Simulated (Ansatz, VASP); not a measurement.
# Ba: VASP beside Ansatz

```
CELL_PARAMETERS angstrom
0.00000 3.34482 3.34482
3.34482 0.00000 3.34482
3.34482 3.34482 0.00000
ATOMIC_POSITIONS crystal
Ba 0.00000 0.00000 0.00000
```

Alike in both runs: task single point; functional RPBE; k mesh 10 × 10 × 10; occupations fermi-dirac, width 0.1 eV; no spin polarisation.

|  | VASP | Ansatz |
| --- | --- | --- |
| version | VASP 6.6.1 | Ansatz 0.2.0 |
| potentials or method | VASP PAW PBE potentials, release 64 (Ba_sv), cutoff 520 eV | plane waves (420 eV) with PAW, scalar-relativistic |
| valence electrons in the cell | 10 | 10 |

Ansatz gave:

```
pressure (GPa) : -0.5
```

Problem. What did VASP give for the same quantities?

Solution. Pressure (GPa): -0.4.

VASP's potentials were made for PBE, not for RPBE.

Neither program's run includes spin-orbit coupling.
